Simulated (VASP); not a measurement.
Input of a VASP 6.6.1 run:

INCAR

```
SYSTEM = CdF2
ALGO = Normal
EDIFF = 1E-6
ENCUT = 520
GGA = CA
ISIF = 2
ISMEAR = -1
LASPH = .TRUE.
LCHARG = .FALSE.
LREAL = .FALSE.
LWAVE = .FALSE.
NBANDS = 20
NELM = 60
PREC = Accurate
SIGMA = 0.05
```

KPOINTS

```
k-points
0
G
  9 9 9
  0 0 0
```

POSCAR

```
CdF2
1.0
    0.0000000000      2.6575901313      2.6575901313
    2.6575901313      0.0000000000      2.6575901313
    2.6575901313      2.6575901313      0.0000000000
Cd F
1 2
Direct
    0.0000000000      0.0000000000      0.0000000000
    0.7500000000      0.7500000000      0.7500000000
    0.2500000000      0.2500000000      0.2500000000
```

Potentials or basis: VASP PAW LDA potentials, release 64 (Cd, F).

Launch:

```sh
$ cat potpaw_LDA.64/Cd/POTCAR potpaw_LDA.64/F/POTCAR > POTCAR
$ mpirun -np 1 vasp_std > vasp.out
```

**Question.** Estimate the band gap on the k mesh.

**Answer.** 2.97 eV (least direct gap 3.37 eV).

**Question.** Predict the pressure.

**Answer.** 0.0 GPa.

Caveat: an odd mesh through Γ misses points on the zone boundary, where band edges can lie.
